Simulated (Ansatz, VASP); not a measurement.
## Two plane-wave programs on C

```
C
1.0
     1.22958   -2.12919    0.00000
     1.22958    2.12919    0.00000
     0.00000    0.00000    7.32324
C
4
Direct
  0.08332 0.91668 0.75003
  0.58332 0.41668 0.24997
  0.91668 0.08332 0.24997
  0.41668 0.58332 0.75003
```

Alike in both runs: functional PBEsol; k mesh 18 × 18 × 6; occupations gaussian, width 0.1 eV; no spin polarisation.

Ansatz relaxed the structure, and its values are those at the end. VASP's run is a single point on that final structure, the one shown.

```csv
,VASP,Ansatz
version,VASP 6.6.1,Ansatz 0.2.0
potentials or method,"VASP PAW PBE potentials, release 64 (C), cutoff 520 eV","scalar-relativistic, plane waves, PAW"
valence electrons in the cell,16,16
```

VASP gave:

```
gap on the k mesh at the Fermi level (eV) : none
pressure (GPa)                            : 0.6
```

What did Ansatz give for the same quantities?

gap on the k mesh at the Fermi level (eV): none; pressure (GPa): 0.0.

VASP's potentials were made for PBE, not for PBEsol. A gap of «none» marks a metal or a gap that the smearing closes.
